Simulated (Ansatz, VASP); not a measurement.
## AlRu in VASP and in Ansatz

The input INCAR:

```
SYSTEM = AlRu
  PREC = Accurate
  ENCUT = 520
  EDIFF = 1E-8
  ISMEAR = -1
  SIGMA = 0.05
  LREAL = .FALSE.
  LASPH = .TRUE.
  NELM = 60
  ALGO = Normal
  ISIF = 2
  LWAVE = .FALSE.
  LCHARG = .FALSE.
  GGA = PE
  LEFG = .TRUE.
  NBANDS = 16
```

KPOINTS

```
Automatic mesh
0
G
  12 12 12
  0 0 0
```

The input POSCAR:

```
AlRu
1.0
    3.0309676725      0.0000000000      0.0000000000
    0.0000000000      3.0309676725      0.0000000000
    0.0000000000      0.0000000000      3.0309676725
Al Ru
1 1
Direct
    0.0000000000      0.0000000000      0.0000000000
    0.5000000000      0.5000000000      0.5000000000
```

Input for Ansatz:

```yaml
crystal:
  lattice:
    - [3.0309676725, 0.0, 0.0]
    - [0.0, 3.0309676725, 0.0]
    - [0.0, 0.0, 3.0309676725]
  atoms:
    - { symbol: Al, position: [0.0, 0.0, 0.0] }
    - { symbol: Ru, position: [0.5, 0.5, 0.5] }
kpoints:
  mp_grid: { grid: [12, 12, 12] }
scf:
  occupations: { method: fermi_dirac, width: 0.05 }
hamiltonian:
  xc: pbe
  pseudopotentials: { kind: paw }
output:
  forces: true
  stress: true
  eigenvalues: true
  efg: { contact_densities: true }
```

Change from the starting cell: volume scaled by 1.04, PAW files.

Alike in both runs: task electric field gradients; functional PBE; k mesh 12 × 12 × 12; occupations fermi-dirac, width 0.05 eV; no spin polarisation.

|  | VASP | Ansatz |
| --- | --- | --- |
| version | VASP 6.6.1 | Ansatz 0.2.0 |
| potentials or method | VASP PAW PBE potentials, release 64 (Al, Ru_pv) | PAW with Ansatz's default frozen-core files, scalar-relativistic |
| plane-wave cutoff (eV) | 520 | 420 |
| valence electrons in the cell | 17 | 19 |

```tsv
	VASP	Ansatz	Ansatz less VASP
pressure (GPa)	-5.3	-5.2	+0.05
```

With one functional, cell and mesh, what is left measures potentials, basis and numerics. VASP's potentials hold 17 valence electrons a cell and Ansatz's 19, so a difference there can come from the potentials and not from the codes.
